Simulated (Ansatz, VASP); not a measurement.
One calculation of NaCl, two programs

File INCAR:

```
  ALGO = Normal
  EDIFF = 1E-6
  ENCUT = 500
  GGA = PE
  GGA_COMPAT = F
  ISIF = 2
  ISMEAR = 0
  IVDW = 12
  LASPH = T
  LCHARG = T
  LELF = T
  LREAL = F
  LVHAR = T
  LWAVE = F
  NBANDS = 14
  NELM = 120
  PREC = Accurate
  SIGMA = 0.1
```

KPOINTS

```
k-points
0
Gamma
  6 6 6
```

POSCAR

```
NaCl
1.0
    0.0000000000      2.8434500000      2.8434500000
    2.8434500000      0.0000000000      2.8434500000
    2.8434500000      2.8434500000      0.0000000000
Na Cl
1 1
Direct
    0.0000000000      0.0000000000      0.0000000000
    0.5000000000      0.5000000000      0.5000000000
```

Input for Ansatz:

```yaml
crystal:
  lattice:
    - [0.0, 2.84345, 2.84345]
    - [2.84345, 0.0, 2.84345]
    - [2.84345, 2.84345, 0.0]
  atoms:
    - { symbol: Na, position: [0.0, 0.0, 0.0] }
    - { symbol: Cl, position: [0.5, 0.5, 0.5] }
basis:
  ecutwfc: 420
kpoints:
  mp_grid: { grid: [6, 6, 6] }
hamiltonian:
  xc: pbe
  dispersion: d3bj
  pseudopotentials: { kind: paw, azcp: { folder: soft_1 } }
scf:
  occupations: { method: gaussian, width: 0.1 }
output:
  forces: true
  stress: true
  eigenvalues: true
```

Alike in both runs: task single point; functional PBE; dispersion D3(BJ); k mesh 6 × 6 × 6; occupations gaussian, width 0.1 eV; no spin polarisation.

|  | VASP | Ansatz |
| --- | --- | --- |
| version | VASP 6.6.1 | Ansatz 0.2.0 |
| potentials or method | VASP PAW PBE potentials, release 64 (Na_pv, Cl), cutoff 500 eV | scalar-relativistic, plane waves, PAW |
| valence electrons in the cell | 14 | 16 |

```csv
,VASP,Ansatz,Ansatz less VASP
gap on the k mesh at the Fermi level (eV),5.01,5.01,+0.001
least direct gap on the mesh (eV),5.01,5.01,+0.001
pressure (GPa),-1.5,-1.4,+0.05
```

VASP's potentials hold 14 valence electrons a cell and Ansatz's 16, so a difference there can come from the potentials and not from the codes.
